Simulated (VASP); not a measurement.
# NaI (Fm-3m) in VASP: a series of runs

The runs below take NaI through single point, with r2SCAN.

Program: VASP 6.6.1. These are calculated values, not measurements. Logs are shortened: lines on timing, memory, paths and dates and some standing lists are left out, and cuts for length are marked.

**1. The cell of the first run**

Symmetry: Fm-3m, No. 225, cubic system. The conventional cell has a = 6.197 Å, b = 6.197 Å, c = 6.197 Å, α = 90.00°, β = 90.00°, γ = 90.00°. Na (site symmetry m-3m) has 6 I at 3.10 Å within 4.1 Å. I (site symmetry m-3m) has 6 Na at 3.10 Å within 4.1 Å.

**2. Single point, r2SCAN (29.75 Å³/atom)**

Input file POSCAR:

```
NaI
1.0
    0.0000000000      3.0985065923      3.0985065923
    3.0985065923      0.0000000000      3.0985065923
    3.0985065923      3.0985065923      0.0000000000
Na I
1 1
Direct
    0.0000000000      0.0000000000      0.0000000000
    0.5000000000      0.5000000000      0.5000000000
```

Input file INCAR.step1:

```
PREC = Accurate
ENCUT = 520
ISMEAR = 0
SIGMA = 0.02
LREAL = False
LASPH = True
NELM = 100
NBANDS = 14
GGA = PE
ALGO = Normal
EDIFF = 1E-4
LWAVE = True
LCHARG = False
```

Input file INCAR.step2:

```
PREC = Accurate
ENCUT = 520
EDIFF = 1E-7
ISMEAR = 0
SIGMA = 0.02
LREAL = False
LASPH = True
NELM = 100
ALGO = Normal
ISIF = 2
LWAVE = False
LCHARG = False
METAGGA = R2SCAN
LMIXTAU = True
NBANDS = 14
ISTART = 1
```

Input file KPOINTS:

```
regular mesh
0
Gamma
  6 6 6
```

Potentials or basis: VASP PAW PBE potentials, release 64 (Na_pv, I).

On the command line:

```
> cat potpaw_PBE.64/Na_pv/POTCAR potpaw_PBE.64/I/POTCAR > POTCAR
> cp INCAR.step1 INCAR
> mpirun -np 1 vasp_std > vasp.out
> cp INCAR.step2 INCAR
> mpirun -np 1 vasp_std > vasp.out
```

OUTCAR:

```text
PREC = Accurate
   ENCUT = 520
   EDIFF = 1E-7
   ISMEAR = 0
   LREAL = False
   LASPH = True
   NELM = 100
   ISIF = 2
   METAGGA = R2SCAN
   ISTART = 1

 ion  position               nearest neighbor table
   1  0.000  0.000  0.000-   2 3.10   2 3.10   2 3.10   2 3.10   2 3.10   2 3.10
   2  0.500  0.500  0.500-   1 3.10   1 3.10   1 3.10   1 3.10   1 3.10   1 3.10

  LATTYP: Found a face centered cubic cell.
 ALAT       =     6.1970131846

  Lattice vectors:

 A1 = (   0.0000000000,   3.0985065923,   3.0985065923)
 A2 = (   3.0985065923,   0.0000000000,   3.0985065923)
 A3 = (   3.0985065923,   3.0985065923,   0.0000000000)

Analysis of symmetry for initial positions (statically):
=====================================================================
 Subroutine PRICEL returns:
 Original cell was already a primitive cell.

 Routine SETGRP: Setting up the symmetry group for a
 face centered cubic supercell.

 Subroutine GETGRP returns: Found 48 space group operations
 (whereof 48 operations were pure point group operations)
 out of a pool of 48 trial point group operations.

The static configuration has the point symmetry O_h .

Analysis of symmetry for dynamics (positions and initial velocities):
=====================================================================
 Subroutine PRICEL returns:
 Original cell was already a primitive cell.

 Routine SETGRP: Setting up the symmetry group for a
 face centered cubic supercell.

 Subroutine GETGRP returns: Found 48 space group operations
 (whereof 48 operations were pure point group operations)
 out of a pool of 48 trial point group operations.

The dynamic configuration has the point symmetry O_h .

 Subroutine INISYM returns: Found 48 space group operations
 (whereof 48 operations are pure point group operations),
 and found     1 'primitive' translations

----------------------------------------------------------------------------------------

                                     Primitive cell

  volume of cell :      59.4959

  direct lattice vectors                    reciprocal lattice vectors
     0.000000000  3.098506592  3.098506592    -0.161368061  0.161368061  0.161368061
     3.098506592  0.000000000  3.098506592     0.161368061 -0.161368061  0.161368061
     3.098506592  3.098506592  0.000000000     0.161368061  0.161368061 -0.161368061

  length of vectors
     4.381950046  4.381950046  4.381950046     0.279497680  0.279497680  0.279497680

  position of ions in fractional coordinates (direct lattice)
     0.000000000  0.000000000  0.000000000
     0.500000000  0.500000000  0.500000000

  ion indices of the primitive-cell ions
   primitive index   ion index
                 1           1
                 2           2

----------------------------------------------------------------------------------------

 KPOINTS: regular mesh

Automatic generation of k-mesh.
 Grid dimensions read from file:
 generate k-points for:    6    6    6

 Generating k-lattice:

  Cartesian coordinates                     Fractional coordinates (reciprocal lattice)
    -0.026894677  0.026894677  0.026894677     0.166666667  0.000000000  0.000000000
     0.026894677 -0.026894677  0.026894677     0.000000000  0.166666667  0.000000000
     0.026894677  0.026894677 -0.026894677     0.000000000  0.000000000  0.166666667

  Length of vectors
     0.046582947  0.046582947  0.046582947

  Shift w.r.t. Gamma in fractional coordinates (k-lattice)
     0.000000000  0.000000000  0.000000000

 Subroutine IBZKPT returns following result:
 ===========================================

 Found     16 irreducible k-points:

 Following reciprocal coordinates:
            Coordinates               Weight
  0.000000  0.000000  0.000000      1.000000
  0.166667  0.000000  0.000000      8.000000
  0.333333  0.000000  0.000000      8.000000
  0.500000  0.000000  0.000000      4.000000
  0.166667  0.166667  0.000000      6.000000
  0.333333  0.166667  0.000000     24.000000
[... 8 lines left out ...]
 -0.333333  0.333333  0.166667     24.000000
 -0.333333  0.500000  0.166667     12.000000
   k-points           NKPTS =     16   k-points in BZ     NKDIM =     16   number of bands    NBANDS=     14
   number of dos      NEDOS =    301   number of ions     NIONS =      2
   total plane-waves  NPLWV =  46656
   dimension x,y,z NGX =    36 NGY =   36 NGZ =   36
   dimension x,y,z NGXF=    72 NGYF=   72 NGZF=   72
   ions per type =               1   1
   NGX,Y,Z   is equivalent  to a cutoff of  13.66, 13.66, 13.66 a.u.
   NGXF,Y,Z  is equivalent  to a cutoff of  27.32, 27.32, 27.32 a.u.
 SYSTEM =  unknown system
   PREC   = accura    normal or accurate (medium, high low for compatibility)
   ISTART =      1    job   : 0-new  1-cont  2-samecut
   ICHARG =      0    charge: 1-file 2-atom 10-const
   ISPIN  =      1    spin polarized calculation?
   LNONCOLLINEAR =      F non collinear calculations
   LSORBIT =      F    spin-orbit coupling
   LASPH  =      T    aspherical Exc in radial PAW
   ENCUT  =  520.0 eV  38.22 Ry    6.18 a.u.   8.15  8.15  8.15*2*pi/ulx,y,z
   NELM   =    100;   NELMIN=  2; NELMDL=  0     # of ELM steps
   EDIFF  = 0.1E-06   stopping-criterion for ELM
   LREAL  =      F    real-space projection
   EDIFFG = 0.1E-05   stopping-criterion for IOM
   NSW    =      0    number of steps for IOM
   IBRION =     -1    ionic relax: 0-MD 1-quasi-New 2-CG
   NFREE  =      0    steps in history (QN), initial steepest desc. (CG)
   ISIF   =      2    stress and relaxation
   ISYM   =      2    0-nonsym 1-usesym 2-fastsym
   POTIM  = 0.5000    time-step for ionic-motion
   TEBEG  =    0.0;   TEEND  =   0.0 temperature during run
   PSTRESS=    0.0 pullay stress
   NELECT =      14.0000    total number of electrons
   NUPDOWN=      -1.0000    fix difference up-down
   EMIN   =  10.00;   EMAX   =-10.00  energy-range for DOS
   EFERMI =   0.00;   METHOD = LEGACY
   ISMEAR =     0;   SIGMA  =   0.02  broadening in eV -4-tet -1-fermi 0-gaus
   EFERMI_NEDOS =   21; number of points for ismear=-14 and -15
   IALGO  =     38    algorithm
   IMIX   =      4    mixing-type and parameters
     AMIX     =   0.40;   BMIX     =  1.00
     AMIX_MAG =   1.60;   BMIX_MAG =  1.00
  volume/ion in A,a.u.               =      29.75       200.75
  Fermi-wavevector in a.u.,A,eV,Ry     =   1.010699  1.909944 13.898516  1.021512
  Thomas-Fermi vector in A             =   2.143704
   LORBIT       =      0    0 simple, 1 ext, 2 COOP (PROOUT), +10 PAW based schemes
   METAGGA = R2SCAN    functional components
   LHFCALC =     F    Hartree Fock is set to
   AEXX    =    0.0000 exact exchange contribution
   IVDW    =     0    specifies the selected vdW correction
   LEPSILON=     F    determine dielectric tensor
   LRPA    =     F    only Hartree local field effects (RPA)
 non-spin polarized calculation
 Gauss-broadening in eV      SIGMA  =   0.02
  energy-cutoff  :      520.00
  volume of cell :       59.50
 maximum number of plane-waves:      1639
 NGX is ok and might be reduce to    36
   NGX = 17   NGY = 17   NGZ = 17

 number of electron      13.9999996 magnetization

 Free energy of the ion-electron system (eV)
  ---------------------------------------------------
  ext. energy  EPLUGINS =         0.00000000
  ---------------------------------------------------
  free energy    TOTEN  =       -31.02734575 eV

  energy without entropy =      -31.02734575  energy(sigma->0) =      -31.02734575

 E-fermi :   1.6272     XC(G=0):  -8.6411

 val. band max:        1.4751858569   @ k =   0.0000   0.0000   0.0000
 cond. band min:       6.3639110997   @ k =   0.0000   0.0000   0.0000
 fundamental gap:      4.8887252428
 Fermi energy:         1.6272328166

 k-point     1 :       0.0000    0.0000    0.0000
  band No.  band energies     occupation
      1     -21.6848      2.00000
      2     -21.6844      2.00000
      3     -21.6844      2.00000
      4     -10.2668      2.00000
      5       1.4752      2.00000
      6       1.4752      2.00000
      7       1.4752      2.00000
      8       6.3639      0.00000
      9       9.9208      0.00000
     10       9.9208      0.00000
     11       9.9208      0.00000
     12      11.9973      0.00000
     13      11.9973      0.00000
     14      12.7003      0.00000

 k-point     2 :       0.1667    0.0000    0.0000
  band No.  band energies     occupation
      1     -21.6870      2.00000
      2     -21.6849      2.00000
      3     -21.6845      2.00000
      4     -10.1547      2.00000
      5       0.5977      2.00000
      6       1.3688      2.00000
      7       1.3688      2.00000
      8       7.1824      0.00000
      9       9.5537      0.00000
     10      10.1990      0.00000
     11      10.1992      0.00000
     12      11.5565      0.00000
     13      11.5565      0.00000
     14      13.6305      0.00000

 k-point     3 :       0.3333    0.0000    0.0000
  band No.  band energies     occupation
      1     -21.6921      2.00000
      2     -21.6851      2.00000
      3     -21.6847      2.00000
      4      -9.9118      2.00000
      5      -0.6882      2.00000
      6       1.1726      2.00000
      7       1.1726      2.00000
      8       7.3675      0.00000
      9       9.8937      0.00000
     10       9.8940      0.00000
     11      10.9989      0.00000
     12      12.6988      0.00000
     13      12.6989      0.00000
     14      12.8795      0.00000
[... 188 lines left out ...]
 k-point    15 :      -0.3333    0.3333    0.1667
  band No.  band energies     occupation
      1     -21.6914      2.00000
      2     -21.6886      2.00000
      3     -21.6865      2.00000
      4      -9.6816      2.00000
      5      -0.6819      2.00000
      6      -0.0311      2.00000
      7       0.6327      2.00000
      8       8.4209      0.00000
      9       8.9024      0.00000
     10      10.3046      0.00000
     11      11.0138      0.00000
     12      13.0947      0.00000
     13      14.9537      0.00000
     14      15.8214      0.00000

 k-point    16 :      -0.3333    0.5000    0.1667
  band No.  band energies     occupation
      1     -21.6906      2.00000
      2     -21.6886      2.00000
      3     -21.6878      2.00000
      4      -9.6515      2.00000
      5      -0.6474      2.00000
      6       0.0541      2.00000
      7       0.3484      2.00000
      8       7.7769      0.00000
      9       8.4236      0.00000
     10      11.1225      0.00000
     11      11.2826      0.00000
     12      14.9007      0.00000
     13      15.5807      0.00000
     14      15.6803      0.00000

------------------------ aborting loop because EDIFF is reached ----------------------------------------

  FORCE on cell =-STRESS in cart. coord.  units (eV):
  Direction    XX          YY          ZZ          XY          YZ          ZX
  --------------------------------------------------------------------------------------
  -------------------------------------------------------------------------------------
  Total        1.0292269      1.0292269      1.0292269     -0.0000000     -0.0000000      0.0000000
  in kB       27.7162474     27.7162474     27.7162474     -0.0000000     -0.0000000      0.0000000
  external PRESSURE =      27.7162474 kB  Pullay stress =       0.0000000 kB

 VOLUME and BASIS-vectors are now :
 -----------------------------------------------------------------------------
  energy-cutoff  :      520.00
  volume of cell :       59.50
      direct lattice vectors                 reciprocal lattice vectors
     0.000000000  3.098506592  3.098506592    -0.161368061  0.161368061  0.161368061
     3.098506592  0.000000000  3.098506592     0.161368061 -0.161368061  0.161368061
     3.098506592  3.098506592  0.000000000     0.161368061  0.161368061 -0.161368061

 POSITION                                       TOTAL-FORCE (eV/Angst)
 -----------------------------------------------------------------------------------
      0.00000      0.00000      0.00000         0.000000      0.000000     -0.000000
      3.09851      3.09851      3.09851         0.000000      0.000000      0.000000
 -----------------------------------------------------------------------------------
    total drift:                                0.000000      0.000000      0.000000

  FREE ENERGIE OF THE ION-ELECTRON SYSTEM (eV)
  ---------------------------------------------------
  free  energy   TOTEN  =       -31.0273457495 eV

  energy  without entropy=      -31.0273457495  energy(sigma->0) =      -31.02734575
```

Run time: 2.7 min. Hardware: 1 thread of AMD EPYC 7R13, shared host; peak memory 0.18 GiB.

Results:

```
Free energy            : -31.0273 eV
Pressure               : 2.8 GPa
Band gap on the k mesh : 4.89 eV
```

Caveat: the PAW data sets were made with another functional, which shifts forces and pressure a little; spin-orbit coupling is left out, which moves the levels of the heavy elements. r2SCAN opens gaps a little over a GGA but as a rule still falls short of measured ones.

**3. Single point, r2SCAN (30.76 Å³/atom)**

This run uses another cell than the first one, of 30.76 Å³/atom.

Input file POSCAR:

```
NaI
1.0
    0.0000000000      3.1333241874      3.1333241874
    3.1333241874      0.0000000000      3.1333241874
    3.1333241874      3.1333241874      0.0000000000
Na I
1 1
Direct
    0.0000000000      0.0000000000      0.0000000000
    0.5000000000      0.5000000000      0.5000000000
```

Input file INCAR.step1:

```
  PREC = Accurate
  ENCUT = 520
  ISMEAR = 0
  SIGMA = 0.02
  LREAL = False
  LASPH = True
  NELM = 100
  NBANDS = 14
  GGA = PE
  ALGO = Normal
  EDIFF = 1E-4
  LWAVE = True
  LCHARG = False
```

Input file INCAR.step2:

```
  PREC = Accurate
  ENCUT = 520
  EDIFF = 1E-6
  ISMEAR = 0
  SIGMA = 0.02
  LREAL = False
  LASPH = True
  NELM = 100
  ALGO = Normal
  ISIF = 2
  LWAVE = False
  LCHARG = False
  METAGGA = R2SCAN
  LMIXTAU = True
  NBANDS = 14
  ISTART = 1
```

KPOINTS is that of step 2.

Potentials or basis: VASP PAW PBE potentials, release 64 (Na_pv, I).

On the command line:

```
> cat potpaw_PBE.64/Na_pv/POTCAR potpaw_PBE.64/I/POTCAR > POTCAR
> cp INCAR.step1 INCAR
> mpirun -np 1 vasp_std > vasp.out
> cp INCAR.step2 INCAR
> mpirun -np 1 vasp_std > vasp.out
```

OUTCAR:

```text
PREC = Accurate
   ENCUT = 520
   EDIFF = 1E-6
   ISMEAR = 0
   LREAL = False
   LASPH = True
   NELM = 100
   ISIF = 2
   METAGGA = R2SCAN
   ISTART = 1

 ion  position               nearest neighbor table
   1  0.000  0.000  0.000-   2 3.13   2 3.13   2 3.13   2 3.13   2 3.13   2 3.13
   2  0.500  0.500  0.500-   1 3.13   1 3.13   1 3.13   1 3.13   1 3.13   1 3.13

  LATTYP: Found a face centered cubic cell.
 ALAT       =     6.2666483748

  Lattice vectors:

 A1 = (   0.0000000000,   3.1333241874,   3.1333241874)
 A2 = (   3.1333241874,   0.0000000000,   3.1333241874)
 A3 = (   3.1333241874,   3.1333241874,   0.0000000000)

Analysis of symmetry for initial positions (statically):
=====================================================================
 Subroutine PRICEL returns:
 Original cell was already a primitive cell.

 Routine SETGRP: Setting up the symmetry group for a
 face centered cubic supercell.

 Subroutine GETGRP returns: Found 48 space group operations
 (whereof 48 operations were pure point group operations)
 out of a pool of 48 trial point group operations.

The static configuration has the point symmetry O_h .

Analysis of symmetry for dynamics (positions and initial velocities):
=====================================================================
 Subroutine PRICEL returns:
 Original cell was already a primitive cell.

 Routine SETGRP: Setting up the symmetry group for a
 face centered cubic supercell.

 Subroutine GETGRP returns: Found 48 space group operations
 (whereof 48 operations were pure point group operations)
 out of a pool of 48 trial point group operations.

The dynamic configuration has the point symmetry O_h .

 Subroutine INISYM returns: Found 48 space group operations
 (whereof 48 operations are pure point group operations),
 and found     1 'primitive' translations

----------------------------------------------------------------------------------------

                                     Primitive cell

  volume of cell :      61.5242

  direct lattice vectors                    reciprocal lattice vectors
[... 111 lines left out ...]
  energy-cutoff  :      520.00
  volume of cell :       61.52
 maximum number of plane-waves:      1676
 NGX is ok and might be reduce to    36
   NGX = 17   NGY = 17   NGZ = 17

 number of electron      14.0000007 magnetization

 Free energy of the ion-electron system (eV)
  ---------------------------------------------------
  ext. energy  EPLUGINS =         0.00000000
  ---------------------------------------------------
  free energy    TOTEN  =       -31.05655102 eV

  energy without entropy =      -31.05655102  energy(sigma->0) =      -31.05655102

 E-fermi :   1.3750     XC(G=0):  -8.4924

 val. band max:        1.2028334571   @ k =   0.0000   0.0000   0.0000
 cond. band min:       5.9651128938   @ k =   0.0000   0.0000   0.0000
 fundamental gap:      4.7622794367
 Fermi energy:         1.3749949496

 k-point     1 :       0.0000    0.0000    0.0000
  band No.  band energies     occupation
      1     -21.9711      2.00000
      2     -21.9707      2.00000
      3     -21.9707      2.00000
      4     -10.4272      2.00000
      5       1.2028      2.00000
      6       1.2028      2.00000
      7       1.2028      2.00000
      8       5.9651      0.00000
      9       9.6610      0.00000
     10       9.6610      0.00000
     11       9.6610      0.00000
     12      11.6771      0.00000
     13      11.6771      0.00000
     14      12.4078      0.00000
[... 241 lines left out ...]
      1     -21.9760      2.00000
      2     -21.9743      2.00000
      3     -21.9736      2.00000
      4      -9.8671      2.00000
      5      -0.8025      2.00000
      6      -0.1354      2.00000
      7       0.1426      2.00000
      8       7.4509      0.00000
      9       8.1731      0.00000
     10      10.7458      0.00000
     11      10.9018      0.00000
     12      14.4091      0.00000
     13      15.1125      0.00000
     14      15.1970      0.00000

------------------------ aborting loop because EDIFF is reached ----------------------------------------

  FORCE on cell =-STRESS in cart. coord.  units (eV):
  Direction    XX          YY          ZZ          XY          YZ          ZX
  --------------------------------------------------------------------------------------
  -------------------------------------------------------------------------------------
  Total        0.7254983      0.7254983      0.7254983      0.0000000     -0.0000000      0.0000000
  in kB       18.8930020     18.8930020     18.8930020      0.0000000     -0.0000000      0.0000000
  external PRESSURE =      18.8930020 kB  Pullay stress =       0.0000000 kB

 VOLUME and BASIS-vectors are now :
 -----------------------------------------------------------------------------
  energy-cutoff  :      520.00
  volume of cell :       61.52
      direct lattice vectors                 reciprocal lattice vectors
     0.000000000  3.133324187  3.133324187    -0.159574934  0.159574934  0.159574934
     3.133324187  0.000000000  3.133324187     0.159574934 -0.159574934  0.159574934
     3.133324187  3.133324187  0.000000000     0.159574934  0.159574934 -0.159574934

 POSITION                                       TOTAL-FORCE (eV/Angst)
 -----------------------------------------------------------------------------------
      0.00000      0.00000      0.00000        -0.000000      0.000000     -0.000000
      3.13332      3.13332      3.13332         0.000000      0.000000      0.000000
 -----------------------------------------------------------------------------------
    total drift:                                0.000000      0.000000      0.000000

  FREE ENERGIE OF THE ION-ELECTRON SYSTEM (eV)
  ---------------------------------------------------
  free  energy   TOTEN  =       -31.0565510221 eV

  energy  without entropy=      -31.0565510221  energy(sigma->0) =      -31.05655102
```

Run time: 2.9 min. Hardware: 1 thread of AMD EPYC 7R13, shared host; peak memory 0.18 GiB.

What came out:

* Free energy: -31.0566 eV
* Pressure: 1.9 GPa
* Band gap on the k mesh: 4.76 eV

Caveat: the PAW data sets were made with another functional, which shifts forces and pressure a little; spin-orbit coupling is left out, which moves the levels of the heavy elements.

[end of part 1 of 3]
